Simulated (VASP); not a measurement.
# NaCl: single point with PBEsol+U

The system is NaCl.

```xyz
2
Lattice="3.5022 0.0000 0.0000 0.0000 3.5022 0.0000 0.0000 0.0000 3.5022" Properties=species:S:1:pos:R:3 pbc="T T T"
Na    0.0000    0.0000    0.0000
Cl    1.7511    1.7511    1.7511
```

| Quantity | Value |
| --- | --- |
| Program | VASP 6.6.1 |
| Task | single point |
| Functional | PBEsol |
| Potentials or basis | VASP PAW PBE potentials, release 64 (Na_pv, Cl) |
| Cutoff | 500 eV |
| k mesh | 4 × 4 × 4 |
| Occupations | tetrahedron |
| Spin | no spin polarisation |
| Hubbard terms | Cl p U = 1.1 eV |

```yaml
Pressure: -1.2 GPa
Band_gap_on_the_k_mesh: 3.88 eV (least direct gap 4.38 eV)
```

Levels at points of the mesh, in eV from the valence-band top:
```
           k point  band 3  band 4  band 5  band 6  band 7  band 8  band 9  band 10  band 11  band 12
(0.00, 0.00, 0.00)  -21.87  -13.29   -0.50   -0.50   -0.50    3.88    8.46     8.46    15.61    15.61
(0.50, 0.00, 0.00)  -21.87  -12.92   -2.99   -0.26   -0.26    6.79    8.51    10.43    11.81    11.81
(0.50, 0.50, 0.00)  -21.86  -12.65   -2.30   -2.30    0.00    5.46    9.78    10.89    10.89    12.58
(0.50, 0.50, 0.50)  -21.90  -12.37   -1.87   -1.87   -1.87    7.01    7.01     7.01    11.69    15.75
```

Wall time 6.2 s on 1 thread of AMD EPYC 7R43 64-Core Processor (Zen 3) (shared host), peak memory 0.11 GiB.

Caveat: the k points lie up to 0.45 Å⁻¹ apart; the PAW data sets were made with another functional, which shifts forces and pressure a little. A k mesh can miss the band edges.
